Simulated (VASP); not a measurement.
Runs of VASP 6.6.1 on HgTe. The structure is that of space group F-43m (No. 216), or close to it. The cells are those of the table. 

```tsv
cell	gap on the mesh (eV)	pressure (GPa)
a = 4.456, b = 4.456, c = 4.490 Å, angles 59.7, 59.7, 60.5°, 2 atoms	(b)	6.5
a = 4.594, b = 4.594, c = 4.490 Å, angles 60.7, 60.7, 58.5°, 2 atoms	none	2.8
a = 4.593, b = 4.593, c = 4.559 Å, angles 60.2, 60.2, 59.5°, 2 atoms	none	(a)
a = 4.526, b = 4.526, c = 4.422 Å, angles 60.8, 60.8, 58.5°, 2 atoms	none	5.5
```

Alike in all rows: task single point; level r2SCAN; potentials or basis VASP PAW PBE potentials, release 64 (Hg, Te); no spin polarisation; k mesh 14 × 14 × 14; cutoff (eV) 520; smearing gaussian 0.15 eV.

Problem. Estimate the missing entries.

Solution. (a) 2.0; (b) 0.06.

Caveats: the PAW data sets were made with another functional, which shifts forces and pressure a little; spin-orbit coupling is left out, which moves the levels of the heavy elements; semilocal functionals underestimate gaps, and a narrow one can read as zero (at least some runs); the cell stands under pressure (at least some runs); the smearing spreads over this small gap (at least some runs).

A k mesh can miss the band edges, and the runs leave out spin-orbit coupling on Hg, Te.

A gap of «none» marks levels without a gap at the run's occupations.
